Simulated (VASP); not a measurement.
# Zr12H (a cell with a defect) in VASP: notebook

Runs on Zr12H (a cell with a defect). Level: PBEsol. Tasks: single point.

All numbers are computed with VASP 6.6.1; they aren't measurements. Logs are shortened: lines on timing, memory, paths and dates and some standing lists are left out, and cuts for length are marked.

## Step 1: The cell of the first run

The cell holds a defect, 13 atoms: a = 6.460 Å, b = 9.690 Å, c = 5.145 Å, α = 90.00°, β = 90.00°, γ = 120.00°.

## Step 2: Single point, PBEsol

INCAR

```
PREC = Accurate ; ENCUT = 520
EDIFF = 1E-6 ; ISMEAR = 0
SIGMA = 0.05 ; LREAL = F
LASPH = T ; NELM = 80
ALGO = Normal ; ISIF = 2
LWAVE = F ; LCHARG = F
GGA = PS ; NBANDS = 84
```

KPOINTS

```
regular mesh
0
Gamma
  3 2 3
```

POSCAR

```
Zr12H
1.0
    6.4600000000      0.0000000000      0.0000000000
   -4.8450000000      8.3917860000      0.0000000000
    0.0000000000      0.0000000000      5.1453900000
Zr H
12 1
Direct
    0.0023118471      0.0020259096      0.0046052875
    0.1625426572      0.2182137390      0.5050773605
    0.0034193917      0.3313810672      0.0051510187
    0.1774425799      0.5581345854      0.4962168077
    0.0050074998      0.6738510729      0.0084588340
    0.1666802285      0.8907218320      0.5024456844
    0.4990647696     -0.0022455291     -0.0047430807
    0.6603726725      0.2103751216      0.4941316402
    0.4972383432      0.3302771305      0.0057616624
    0.6563917048      0.5581990532      0.4978905389
    0.5023980126      0.6711746463     -0.0047022675
    0.6659251634      0.8864440776      0.4931045071
    0.8374923772      0.4481029426     -0.1263418322
```

Potentials or basis: VASP PAW PBE potentials, release 64 (Zr_sv, H).

Run with:

```
cat potpaw_PBE.64/Zr_sv/POTCAR potpaw_PBE.64/H/POTCAR > POTCAR
mpirun -np 1 vasp_std > vasp.out
```

OUTCAR:

```text
PREC = Accurate
   ENCUT = 520
   EDIFF = 1E-6
   ISMEAR = 0
   LREAL = F
   LASPH = T
   NELM = 80
   ISIF = 2
   GGA = PS

 ion  position               nearest neighbor table
   1  0.002  0.002  0.005-  12 3.14   2 3.15   2 3.15   6 3.16   6 3.18   3 3.19   5 3.19   9 3.19
                            11 3.22   7 3.23   7 3.23  12 3.24
   2  0.163  0.218  0.505-   1 3.15   1 3.15   3 3.16   3 3.16   9 3.18   9 3.18   6 3.19   8 3.21
                            12 3.21  10 3.24   4 3.25   8 3.26
   3  0.003  0.331  0.005-  13 2.02   2 3.16   4 3.16   2 3.16   8 3.17   1 3.19   9 3.20   4 3.24
                             7 3.25   8 3.26  11 3.26   9 3.26   5 3.31
   4  0.177  0.558  0.496-  10 3.09  11 3.15  11 3.15   3 3.16  12 3.17   5 3.17   3 3.24   2 3.25
                             6 3.26   5 3.27   8 3.36  10 3.37
   5  0.005  0.674  0.008-  13 2.02   6 3.13   7 3.17   4 3.17   6 3.18  10 3.19   1 3.19  11 3.23
                            11 3.23   4 3.27  10 3.27   9 3.31   3 3.31
   6  0.167  0.891  0.502-   5 3.13   8 3.14   7 3.14   1 3.16   5 3.18   1 3.18   2 3.19   7 3.20
                            12 3.21  12 3.25   4 3.26  10 3.26
   7  0.499  0.998  0.995-   8 3.13   8 3.14   6 3.14   5 3.17  12 3.17  11 3.18  12 3.19   6 3.20
                             9 3.23   1 3.23   1 3.23   3 3.25
   8  0.660  0.210  0.494-   7 3.13   7 3.14   6 3.14  12 3.16   9 3.16   3 3.17   2 3.21   2 3.26
                             3 3.26   9 3.26   4 3.36  10 3.38
   9  0.497  0.330  0.006-  13 2.02   8 3.16  10 3.17   2 3.18   2 3.18   1 3.19   3 3.20   7 3.23
                            10 3.24   8 3.26   3 3.26  11 3.29   5 3.31
  10  0.656  0.558  0.498-   4 3.09  11 3.13  12 3.15  11 3.16   9 3.17   5 3.19   9 3.24   2 3.24
                             6 3.26   5 3.27   4 3.37   8 3.38
  11  0.502  0.671  0.995-  12 3.13  10 3.13   4 3.15  12 3.15   4 3.15  10 3.16   7 3.18   1 3.22
                             5 3.23   5 3.23   3 3.26   9 3.29
  12  0.666  0.886  0.493-  11 3.13   1 3.14  10 3.15  11 3.15   8 3.16   4 3.17   7 3.17   7 3.19
                             2 3.21   6 3.21   1 3.24   6 3.25
  13  0.837  0.448  0.874-   5 2.02   9 2.02   3 2.02

  LATTYP: Found a simple monoclinic cell.
 ALAT       =     6.4600000000
 B/A-ratio  =     0.7965000000
 C/A-ratio  =     1.3228756308
 COS(beta)  =    -0.1889822400

  Lattice vectors:

 A1 = (   6.4600000000,   0.0000000000,   0.0000000000)
 A2 = (   0.0000000000,   0.0000000000,   5.1453900000)
 A3 = (  -1.6150000000,  -8.3917860000,   0.0000000000)

Analysis of symmetry for initial positions (statically):
=====================================================================
 Subroutine PRICEL returns:
 Original cell was already a primitive cell.

 Routine SETGRP: Setting up the symmetry group for a
 simple monoclinic supercell.

 Subroutine GETGRP returns: Found  1 space group operations
 (whereof  1 operations were pure point group operations)
 out of a pool of  4 trial point group operations.

The static configuration has the point symmetry C_1 .

Analysis of symmetry for dynamics (positions and initial velocities):
=====================================================================
 Subroutine PRICEL returns:
 Original cell was already a primitive cell.

 Routine SETGRP: Setting up the symmetry group for a
 simple monoclinic supercell.

 Subroutine GETGRP returns: Found  1 space group operations
 (whereof  1 operations were pure point group operations)
 out of a pool of  4 trial point group operations.

The dynamic configuration has the point symmetry C_1 .

 Subroutine INISYM returns: Found  1 space group operations
 (whereof  1 operations are pure point group operations),
 and found     1 'primitive' translations

----------------------------------------------------------------------------------------

                                     Primitive cell

  volume of cell :     278.9364

  direct lattice vectors                    reciprocal lattice vectors
     6.460000000  0.000000000  0.000000000     0.154798762  0.089373108  0.000000000
    -4.845000000  8.391786000  0.000000000     0.000000000  0.119164145  0.000000000
[... 71 lines left out ...]
|                                                                             |
|     Results are often still useful ...                                      |
|                                                                             |
 -----------------------------------------------------------------------------

 Subroutine IBZKPT returns following result:
 ===========================================

 Found     10 irreducible k-points:

 Following reciprocal coordinates:
            Coordinates               Weight
  0.000000  0.000000  0.000000      1.000000
  0.333333  0.000000  0.000000      2.000000
  0.000000  0.500000  0.000000      1.000000
  0.333333  0.500000  0.000000      2.000000
  0.000000  0.000000  0.333333      2.000000
  0.333333  0.000000  0.333333      2.000000
 -0.333333  0.000000  0.333333      2.000000
  0.000000  0.500000  0.333333      2.000000
  0.333333  0.500000  0.333333      2.000000
 -0.333333  0.500000  0.333333      2.000000
   k-points           NKPTS =     10   k-points in BZ     NKDIM =     10   number of bands    NBANDS=     84
   number of dos      NEDOS =    301   number of ions     NIONS =     13
   total plane-waves  NPLWV = 138240
   dimension x,y,z NGX =    48 NGY =   72 NGZ =   40
   dimension x,y,z NGXF=    96 NGYF=  144 NGZF=   80
   ions per type =              12   1
   NGX,Y,Z   is equivalent  to a cutoff of  12.35, 12.35, 12.92 a.u.
   NGXF,Y,Z  is equivalent  to a cutoff of  24.71, 24.71, 25.85 a.u.
 SYSTEM =  unknown system
   PREC   = accura    normal or accurate (medium, high low for compatibility)
   ISTART =      0    job   : 0-new  1-cont  2-samecut
   ICHARG =      2    charge: 1-file 2-atom 10-const
   ISPIN  =      1    spin polarized calculation?
   LNONCOLLINEAR =      F non collinear calculations
   LSORBIT =      F    spin-orbit coupling
   LASPH  =      T    aspherical Exc in radial PAW
   ENCUT  =  520.0 eV  38.22 Ry    6.18 a.u.  12.01 18.02  9.57*2*pi/ulx,y,z
   NELM   =     80;   NELMIN=  2; NELMDL= -5     # of ELM steps
   EDIFF  = 0.1E-05   stopping-criterion for ELM
   LREAL  =      F    real-space projection
   EDIFFG = 0.1E-04   stopping-criterion for IOM
   NSW    =      0    number of steps for IOM
   IBRION =     -1    ionic relax: 0-MD 1-quasi-New 2-CG
   NFREE  =      0    steps in history (QN), initial steepest desc. (CG)
   ISIF   =      2    stress and relaxation
   ISYM   =      2    0-nonsym 1-usesym 2-fastsym
   POTIM  = 0.5000    time-step for ionic-motion
   TEBEG  =    0.0;   TEEND  =   0.0 temperature during run
   PSTRESS=    0.0 pullay stress
   NELECT =     145.0000    total number of electrons
   NUPDOWN=      -1.0000    fix difference up-down
   EMIN   =  10.00;   EMAX   =-10.00  energy-range for DOS
   EFERMI =   0.00;   METHOD = LEGACY
   ISMEAR =     0;   SIGMA  =   0.05  broadening in eV -4-tet -1-fermi 0-gaus
   EFERMI_NEDOS =   21; number of points for ismear=-14 and -15
   IALGO  =     38    algorithm
   IMIX   =      4    mixing-type and parameters
     AMIX     =   0.40;   BMIX     =  1.00
     AMIX_MAG =   1.60;   BMIX_MAG =  1.00
  volume/ion in A,a.u.               =      21.46       144.80
  Fermi-wavevector in a.u.,A,eV,Ry     =   1.316323  2.487490 23.574895  1.732706
  Thomas-Fermi vector in A             =   2.446443
   LORBIT       =      0    0 simple, 1 ext, 2 COOP (PROOUT), +10 PAW based schemes
   GGA     = PS    functional components
   LHFCALC =     F    Hartree Fock is set to
   AEXX    =    0.0000 exact exchange contribution
   IVDW    =     0    specifies the selected vdW correction
   LEPSILON=     F    determine dielectric tensor
   LRPA    =     F    only Hartree local field effects (RPA)
 non-spin polarized calculation
 Gauss-broadening in eV      SIGMA  =   0.05
  energy-cutoff  :      520.00
  volume of cell :      278.94
 maximum number of plane-waves:      7545
   NGX = 25   NGY = 37   NGZ = 19

 number of electron     145.0000001 magnetization

 Free energy of the ion-electron system (eV)
  ---------------------------------------------------
  ext. energy  EPLUGINS =         0.00000000
  ---------------------------------------------------
  free energy    TOTEN  =      -112.17611035 eV

  energy without entropy =     -112.14446836  energy(sigma->0) =     -112.16028936

 E-fermi :   8.9072     XC(G=0): -11.2505

 val. band max:        8.8995505145   @ k =   0.0000   0.5000   0.0000
 cond. band min:       8.9109181458   @ k =   0.0000   0.5000   0.0000
 fundamental gap:      0.0113676313
 Fermi energy:         8.9071693334

 k-point     1 :       0.0000    0.0000    0.0000
  band No.  band energies     occupation
      1     -39.8046      2.00000
      2     -39.7299      2.00000
      3     -39.7104      2.00000
      4     -39.6757      2.00000
      5     -39.6491      2.00000
      6     -39.6407      2.00000
[... 859 lines left out ...]
     83       9.5867      0.00000
     84       9.9416      0.00000

------------------------ aborting loop because EDIFF is reached ----------------------------------------

  FORCE on cell =-STRESS in cart. coord.  units (eV):
  Direction    XX          YY          ZZ          XY          YZ          ZX
  --------------------------------------------------------------------------------------
  -------------------------------------------------------------------------------------
  Total       -3.5313057     -2.5033027     -2.9893869      0.0108654     -0.1914529      0.0170373
  in kB      -20.2833964    -14.3786703    -17.1706801      0.0624097     -1.0996827      0.0978604
  external PRESSURE =     -17.2775823 kB  Pullay stress =       0.0000000 kB

 VOLUME and BASIS-vectors are now :
 -----------------------------------------------------------------------------
  energy-cutoff  :      520.00
  volume of cell :      278.94
      direct lattice vectors                 reciprocal lattice vectors
     6.460000000  0.000000000  0.000000000     0.154798762  0.089373108  0.000000000
    -4.845000000  8.391786000  0.000000000     0.000000000  0.119164145  0.000000000
     0.000000000  0.000000000  5.145390000     0.000000000  0.000000000  0.194348728

 POSITION                                       TOTAL-FORCE (eV/Angst)
 -----------------------------------------------------------------------------------
      0.00512      0.01700      0.02370        -0.003147      0.010979      0.062713
     -0.00722      1.83120      2.59882         0.013366     -0.004095      0.078422
     -1.58345      2.78088      0.02650        -0.014868     -0.015416      0.057190
     -1.55788      4.68375      2.55323        -0.003408      0.001579      0.008396
     -3.23246      5.65481      0.04352        -0.011399     -0.002205      0.074914
     -3.23879      7.47475      2.58528         0.004788     -0.000737      0.054826
     -1.61016      8.37294      5.12098        -0.006869      0.001307      0.018878
      3.24674      1.76542      2.54250        -0.003559     -0.008320      0.014717
      1.61197      2.77161      0.02965        -0.012600      0.011021      0.085821
      1.53582      4.68429      2.56184         0.025125     -0.006398      0.028922
     -0.00635      5.63235      5.12119         0.016388      0.012549      0.004829
      0.00705      7.43885      2.53721        -0.007428     -0.013323      0.003921
      3.23914      3.76038      4.49531         0.003612      0.013058     -0.493549
 -----------------------------------------------------------------------------------
    total drift:                               -0.000135      0.000177      0.000006

  FREE ENERGIE OF THE ION-ELECTRON SYSTEM (eV)
  ---------------------------------------------------
  free  energy   TOTEN  =      -112.1761103500 eV

  energy  without entropy=     -112.1444683636  energy(sigma->0) =     -112.16028936
```

Run time: 12 min. Hardware: 1 thread of Intel Xeon 8259CL, shared host; peak memory 0.43 GiB.

Results:

```
Free energy            : -112.1761 eV
Pressure               : -1.7 GPa
Largest force          : 0.494 eV/Å
Band gap on the k mesh : zero (an odd number of electrons rules out a gap without spin polarisation)
```

Forces in eV/Å, atoms in the order of the input:
```
Zr  -0.003  0.011  0.063
Zr   0.013 -0.004  0.078
Zr  -0.015 -0.015  0.057
Zr  -0.003  0.002  0.008
Zr  -0.011 -0.002  0.075
Zr   0.005 -0.001  0.055
Zr  -0.007  0.001  0.019
Zr  -0.004 -0.008  0.015
Zr  -0.013  0.011  0.086
Zr   0.025 -0.006  0.029
Zr   0.016  0.013  0.005
Zr  -0.007 -0.013  0.004
H    0.004  0.013 -0.494
```

Caveat: the k points lie up to 0.41 Å⁻¹ apart, too coarse for converged energies and pressures of a metal; the PAW data sets were made with another functional, which shifts forces and pressure a little.

## Step 3: Single point, PBEsol

INCAR

```
ALGO     = Normal         # electronic algorithm
EDIFF    = 1E-7           # SCF threshold, eV
ENCUT    = 520            # plane-wave cutoff, eV
GGA      = PS             # functional
ISIF     = 2              # what is computed and relaxed
ISMEAR   = 0              # smearing method
LASPH    = T              # aspherical terms in the spheres
LCHARG   = F              # write CHGCAR
LREAL    = F              # projectors in reciprocal space
LWAVE    = F              # write WAVECAR
NBANDS   = 84             # bands
NELM     = 100            # most SCF steps
PREC     = Accurate       # precision mode
SIGMA    = 0.05           # smearing width, eV
```

KPOINTS

```
k-points
0
Gamma
  3 2 3
```

POSCAR

```
Zr12H
1.0
    6.4600000000      0.0000000000      0.0000000000
   -4.8450000000      8.3917860000      0.0000000000
    0.0000000000      0.0000000000      5.1453900000
Zr H
12 1
Direct
    0.0015263797      0.0015635527      0.0004436981
    0.1616212443      0.2181439088      0.5021745679
    0.0006554350      0.3308000228      0.0010141117
    0.1817569236      0.5594558774      0.4916713796
    0.0064881159      0.6734786850      0.0047331689
    0.1673723913      0.8912438902      0.4995234569
    0.4985957025     -0.0021972677     -0.0044954804
    0.6592880256      0.2110802158      0.4951611054
    0.4943034929      0.3302399513      0.0054005624
    0.6597126993      0.5580621336      0.4979142495
    0.5046648747      0.6713802044     -0.0062764922
    0.6672853811      0.8870680210      0.4921137173
    0.8333287330      0.4468725728     -0.1274776062
```

Potentials or basis: VASP PAW PBE potentials, release 64 (Zr_sv, H).

Run with:

```
cat potpaw_PBE.64/Zr_sv/POTCAR potpaw_PBE.64/H/POTCAR > POTCAR
mpirun -np 1 vasp_std > vasp.out
```

Wall time 11 min (1 thread of Intel Xeon 8259CL, shared host); peak memory 0.43 GiB.

Results (log left out):

* Free energy: -112.1736 eV
* Pressure: -1.7 GPa
* Largest force: 0.499 eV/Å
* Band gap on the k mesh: zero (an odd number of electrons rules out a gap without spin polarisation)

Forces in eV/Å, atoms in the order of the input:
```
Zr   0.003  0.009  0.076
Zr   0.001  0.010  0.064
Zr  -0.016 -0.004  0.074
Zr   0.023 -0.010 -0.008
Zr  -0.010  0.003  0.077
Zr   0.007 -0.011  0.052
Zr  -0.004  0.003  0.018
Zr   0.001 -0.015  0.013
Zr  -0.012  0.007  0.099
Zr   0.014 -0.011  0.032
Zr   0.012  0.003 -0.002
Zr  -0.002 -0.008  0.004
H   -0.018  0.025 -0.498
```

Stress tensor (GPa, compression positive):
```
-1.95  0.16 -0.09
 0.16 -1.49 -0.14
-0.09 -0.14 -1.70
```

Levels at points of the mesh, in eV from the Fermi level:
```
           k point  band 70  band 71  band 72  band 73  band 74  band 75
(0.00, 0.00, 0.00)    -0.27     0.08     0.35     0.44     0.54     0.73
(0.00, 0.50, 0.00)    -0.08    -0.01     0.00     0.10     0.35     0.48
```

Caveat: the k points lie up to 0.41 Å⁻¹ apart, too coarse for converged energies and pressures of a metal; the PAW data sets were made with another functional, which shifts forces and pressure a little.
